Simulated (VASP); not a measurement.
The system is HfTe6Mo.

```
Hf Te Mo
1.0
     5.90000    0.00000    0.00000
     0.00000    3.88000    0.00000
    -1.43348    0.00000   10.19976
Hf Te Mo
1 6 1
Direct
  0.28500 0.00000 0.65600
  0.54400 0.50000 0.82600
  0.11200 0.50000 0.83100
  0.23800 0.50000 0.44600
  0.45600 0.00000 0.17400
  0.88800 0.00000 0.16900
  0.76200 0.00000 0.55400
  0.71500 0.50000 0.34400
```

| Quantity | Value |
| --- | --- |
| Program | VASP 6.6.1 |
| Task | relaxation of cell and atoms |
| Functional | PBE |
| Potentials or basis | VASP PAW PBE potentials, release 64 (Hf_pv, Te, Mo_sv) |
| Cutoff | 600 eV |
| k mesh | 3 × 4 × 2 |
| Occupations | gaussian, width 0.2 eV |
| Spin | no spin polarisation |

At the start: pressure 1.9 GPa; volume 29.19 Å³/atom.

Task: Where does the relaxation end?

Result: Over 25 steps the energy falls by 80.8 meV/atom and the volume is 29.76 Å³/atom (+2.0 %); space group Pm (No. 6, to 0.1 Å) before and after.

The path:
| step | energy change (eV) | largest force (eV/Å) | pressure (GPa) | volume (Å³) |
| --- | --- | --- | --- | --- |
| 1 | 0.0000 | 2.8564 | 1.88 | 233.49 |
| 2 | -0.1536 | 1.2427 | -3.94 | 245.01 |
| 3 | -0.3588 | 0.8230 | -1.80 | 239.40 |
| 4 | -0.4951 | 0.4930 | 0.30 | 230.85 |
| 5 | -0.5038 | 0.4484 | 1.12 | 228.07 |
| 6 | -0.5712 | 0.2701 | 0.43 | 229.64 |
| 7 | -0.5787 | 0.4811 | 0.16 | 230.37 |
| 8 | -0.5977 | 0.3832 | -0.09 | 231.59 |
| 9 | -0.6178 | 0.2479 | -0.62 | 234.46 |
| 10 | -0.6266 | 0.1467 | 0.04 | 232.74 |
| 11 | -0.6266 | 0.1475 | 0.09 | 232.61 |
| 12 | -0.6292 | 0.1018 | 0.05 | 232.76 |
| 13 | -0.6298 | 0.1105 | 0.02 | 232.87 |
| 14 | -0.6313 | 0.1009 | 0.04 | 233.02 |
| 15 | -0.6332 | 0.1130 | 0.08 | 233.37 |
| 16 | -0.6334 | 0.1480 | 0.09 | 233.50 |
| 17 | -0.6346 | 0.1320 | 0.05 | 233.84 |
| 18 | -0.6372 | 0.1327 | -0.07 | 234.86 |
| 19 | -0.6389 | 0.1861 | -0.31 | 236.90 |
| 20 | -0.6399 | 0.1784 | -0.25 | 236.93 |
| 21 | -0.6420 | 0.1552 | -0.05 | 237.04 |
| 22 | -0.6414 | 0.1851 | 0.35 | 237.26 |
| 23 | -0.6425 | 0.1361 | 0.11 | 237.13 |
| 24 | -0.6438 | 0.1157 | 0.08 | 237.38 |
| 25 | -0.6465 | 0.0642 | 0.06 | 238.11 |

Final structure:
```
Hf Te Mo
1.0
     5.81705    0.00000   -0.05784
     0.00000    3.92053    0.00000
    -1.51304    0.00000   10.45573
Hf Te Mo
1 6 1
Cartesian
  0.6196 0.0000 6.8593
  2.1097 1.9603 8.4658
  -0.7469 1.9603 8.6369
  0.6245 1.9603 4.6927
  2.3031 0.0000 2.0138
  5.0228 0.0000 1.8318
  3.5850 0.0000 5.5398
  3.6983 1.9603 3.5514
```

Caveat: the k points lie up to 0.40 Å⁻¹ apart in the final cell; this functional lacks dispersion, which binds the layers, so the pressure and a relaxed spacing across them are unreliable; the relaxation stopped at a loose force limit of 0.08 eV/Å, so its end isn't a converged minimum.
